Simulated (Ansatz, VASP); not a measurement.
One calculation of BN, two programs

The input INCAR:

```
  PREC = Accurate
  ENCUT = 600
  EDIFF = 1E-6
  ISMEAR = 0
  SIGMA = 0.05
  LREAL = F
  LASPH = T
  NELM = 120
  ALGO = Normal
  ISIF = 2
  LWAVE = F
  LCHARG = F
  GGA = PE
  IVDW = 12
  NBANDS = 11
  GGA_COMPAT = F
```

File KPOINTS:

```
regular mesh
0
Gamma
  12 12 12
```

File POSCAR:

```
BN
1.0
    1.2027024292      0.6943805712      3.2955578494
   -1.2027024292      0.6943805712      3.2955578494
    0.0000000000     -1.3887611425      3.2955578494
B N
1 1
Direct
    0.9922303022      0.9922303022      0.9922303022
    0.3384989564      0.3384989564      0.3384989564
```

Input for Ansatz:

```yaml
crystal:
  lattice:
    - [1.2027024292, 0.6943805712, 3.2955578494]
    - [-1.2027024292, 0.6943805712, 3.2955578494]
    - [0.0, -1.3887611425, 3.2955578494]
  atoms:
    - { symbol: B, position: [0.9922303022, 0.9922303022, 0.9922303022] }
    - { symbol: "N", position: [0.3384989564, 0.3384989564, 0.3384989564] }
basis:
  ecutwfc: 520.0
kpoints:
  mp_grid: { grid: [12, 12, 12] }
hamiltonian:
  xc: pbe
  pseudopotentials: { kind: paw, azcp: { folder: soft_1 } }
  dispersion: d3bj
scf:
  occupations: { method: gaussian, width: 0.05 }
output:
  forces: true
  stress: true
  eigenvalues: true
```

Change from the starting cell: mode 4 frozen in at -0.074 Å, equal normal strain along x and y -0.0400.

Alike in both runs: task single point; functional PBE; dispersion D3(BJ); k mesh 12 × 12 × 12; occupations gaussian, width 0.05 eV; no spin polarisation.

|  | VASP | Ansatz |
| --- | --- | --- |
| version | VASP 6.6.1 | Ansatz 0.2.0 |
| potentials or method | VASP PAW PBE potentials, release 64 (B, N), cutoff 600 eV | scalar-relativistic, plane waves, PAW |
| valence electrons in the cell | 8 | 8 |

|  | VASP | Ansatz | Ansatz less VASP |
| --- | --- | --- | --- |
| gap on the k mesh at the Fermi level (eV) | 4.15 | 4.16 | +0.006 |
| least direct gap on the mesh (eV) | 4.91 | 4.91 | -0.001 |
| pressure (GPa) | 33.9 | 33.8 | -0.12 |
| traceless stress, the component that is largest in VASP (GPa) | -36.38 | -35.99 | +0.393 |
| rms of the force components (eV/Å) | 0.874 | 0.871 | -0.0026 |

Atom by atom the forces differ by 0.003 eV/Å (rms over components). Both programs put the cell under a high pressure, so it lies far from rest at this level.
